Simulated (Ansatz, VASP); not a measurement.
## Two plane-wave programs on BP

INCAR

```
  PREC = Accurate
  ENCUT = 500
  EDIFF = 1E-6
  ISMEAR = 0
  SIGMA = 0.02
  LREAL = False
  LASPH = True
  NELM = 120
  ALGO = Normal
  ISIF = 2
  LWAVE = False
  LCHARG = False
  GGA = PS
  NBANDS = 11
  GGA_COMPAT = False
```

The input KPOINTS:

```
Automatic mesh
0
Gamma
  10 10 10
```

POSCAR

```
BP
1.0
    0.0000000000      2.2372555995      2.2372555995
    2.2372555995      0.0000000000      2.2372555995
    2.2372555995      2.2372555995      0.0000000000
B P
1 1
Direct
    0.0000000000      0.0000000000      0.0000000000
    0.2500000000      0.2500000000      0.2500000000
```

Input for Ansatz:

```yaml
crystal:
  lattice:
    - [0.0, 2.2372555995, 2.2372555995]
    - [2.2372555995, 0.0, 2.2372555995]
    - [2.2372555995, 2.2372555995, 0.0]
  atoms:
    - { symbol: B, position: [0.0, 0.0, 0.0] }
    - { symbol: P, position: [0.25, 0.25, 0.25] }
basis:
  ecutwfc: 420
kpoints:
  mp_grid: { grid: [10, 10, 10] }
hamiltonian:
  xc: pbesol
scf:
  occupations: { method: gaussian, width: 0.02 }
output:
  forces: true
  stress: true
  eigenvalues: true
```

Alike in both runs: task single point; functional PBEsol; k mesh 10 × 10 × 10; occupations gaussian, width 0.02 eV; no spin polarisation.

|  | VASP | Ansatz |
| --- | --- | --- |
| version | VASP 6.6.1 | Ansatz 0.2.0 |
| potentials or method | VASP PAW PBE potentials, release 64 (B, P), cutoff 500 eV | scalar-relativistic, plane waves, PAW |
| valence electrons in the cell | 8 | 8 |

|  | VASP | Ansatz | Ansatz less VASP |
| --- | --- | --- | --- |
| gap on the k mesh at the Fermi level (eV) | 1.08 | 1.08 | +0.004 |
| least direct gap on the mesh (eV) | 3.42 | 3.43 | +0.006 |
| pressure (GPa) | 5.6 | 5.5 | -0.11 |

VASP's potentials were made for PBE, not for PBEsol. With one functional, cell and mesh, what is left measures potentials, basis and numerics.
